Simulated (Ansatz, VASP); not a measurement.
## One calculation of TiO2, two programs

```
Ti O
1.0
     4.59695    0.00000    0.00000
     0.00000    4.59695    0.00000
     0.00000    0.00000    2.95354
Ti O
2 4
Direct
  0.00000 0.00000 0.00000
  0.50000 0.50000 0.50000
  0.30463 0.30463 0.00000
  0.19537 0.80463 0.50000
  0.69537 0.69537 0.00000
  0.80463 0.19537 0.50000
```

Alike in both runs: functional r2SCAN; k mesh 6 × 6 × 10; occupations gaussian, width 0.02 eV; no spin polarisation.

Ansatz relaxed the structure, and its values are those at the end. VASP's run is a single point on that final structure, the one shown.

```csv
,VASP,Ansatz
version,VASP 6.6.1,Ansatz 0.2.0
potentials or method,"VASP PAW PBE potentials, release 64 (Ti_sv, O), cutoff 520 eV","scalar-relativistic, plane waves, PAW"
valence electrons in the cell,48,48
```

|  | VASP | Ansatz | Ansatz less VASP |
| --- | --- | --- | --- |
| gap on the k mesh at the Fermi level (eV) | 2.23 | 2.22 | -0.009 |
| least direct gap on the mesh (eV) | 2.23 | 2.22 | -0.009 |
| pressure (GPa) | 1.3 | 0.0 | -1.28 |
| rms of the force components (eV/Å) | 0.017 | 0.001 | -0.0159 |

VASP's potentials were made for PBE, not for r2SCAN. With one functional, cell and mesh, what is left measures potentials, basis and numerics.
